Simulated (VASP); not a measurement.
Set up this calculation in VASP 6.6.1, as the native input.

| Item | Value |
| --- | --- |
| Task | single point |
| Functional | PBE |
| Potentials or basis | VASP PAW PBE potentials, release 64 (Ba_sv, F) |
| Cutoff | 600 eV |
| k mesh | 6 × 6 × 6 |
| Occupations | gaussian, width 0.05 eV |
| Spin | no spin polarisation |
| Dipole correction | no |
| Further INCAR settings | ALGO = Normal; EDIFF = 1e-06; NBANDS = 19 |

The structure of BaF2 lies in POSCAR:

```
BaF2
1.0
    0.0000000000      3.1000485598      3.1000485598
    3.1000485598      0.0000000000      3.1000485598
    3.1000485598      3.1000485598      0.0000000000
Ba F
1 2
Direct
    0.0000000000      0.0000000000      0.0000000000
    0.2500000000      0.2500000000      0.2500000000
    0.7500000000      0.7500000000      0.7500000000
```

These files were run (other wordings do the same):

INCAR

```
SYSTEM = BaF2
PREC = Accurate
ENCUT = 600
EDIFF = 1E-6
ISMEAR = 0
SIGMA = 0.05
LREAL = .False.
LASPH = .True.
NELM = 120
ALGO = Normal
ISIF = 2
LWAVE = .False.
LCHARG = .True.
GGA = PE
LELF = .True.
LVHAR = .True.
NBANDS = 19
GGA_COMPAT = .False.
```

KPOINTS

```
Automatic mesh
0
Gamma
  6 6 6
  0 0 0
```

Potentials or basis: VASP PAW PBE potentials, release 64 (Ba_sv, F).

Command:

```bash
$ cat potpaw_PBE.64/Ba_sv/POTCAR potpaw_PBE.64/F/POTCAR > POTCAR
$ mpirun -np 1 vasp_std > vasp.out
```

It gave:

The pressure is 2.3 GPa. The band gap on the k mesh is 6.78 eV (least direct gap 6.84 eV).

Caveat: spin-orbit coupling is left out, which moves the levels of the heavy elements.

Run time: 22 s on 1 thread of Intel(R) Xeon(R) Platinum 8259CL CPU @ 2.50GHz (Skylake/Cascade Lake), with other jobs on the host, peak memory 0.21 GiB.
